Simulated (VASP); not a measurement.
Ga3Sb, 4 atoms in the cell. The structure is tetragonal, space group I4/mmm (No. 139). Conventional cell: a = 4.143 Å, b = 4.143 Å, c = 8.859 Å, α = 90.00°, β = 90.00°, γ = 90.00°. Ga (site symmetry -4m2) has 8 Ga at 2.93 to 3.03 Å and 4 Sb at 3.03 Å within 3.9 Å. Ga (site symmetry 4/mmm) has 4 Sb at 2.93 Å and 8 Ga at 3.03 Å within 3.9 Å. Within 3.9 Å of Sb (site symmetry 4/mmm) lie 12 Ga at 2.93 to 3.03 Å. 

- Program: VASP 6.6.1
- Task: relaxation of shape and atoms at fixed volume
- Functional: PBEsol
- Dispersion: D3(BJ)
- Potentials or basis: VASP PAW PBE potentials, release 64 (Ga_d, Sb)
- Cutoff: 600 eV
- k mesh: 14 × 14 × 14
- Occupations: gaussian, width 0.1 eV
- Spin: no spin polarisation
- Dipole correction: no
- Further INCAR settings: ALGO = Fast; EDIFF = 1e-07; IBRION = 2; EDIFFG = -0.01; NSW = 50; ISIF = 4

Potentials or basis: VASP PAW PBE potentials, release 64 (Ga_d, Sb).

Command:

```sh
$ cat potpaw_PBE.64/Ga_d/POTCAR potpaw_PBE.64/Sb/POTCAR > POTCAR
$ mpirun -np 1 vasp_std > vasp.out
```

Hardware: 1 thread of Oxide Virtual Turin-like Processor, on a shared host.

Problem. Estimate the wall time of this run.

Solution. Run time: 17 min on 1 thread of Oxide Virtual Turin-like Processor, on a shared host, peak memory 0.62 GiB. Counts: scf iterations 14, k points 244, ion steps 1.
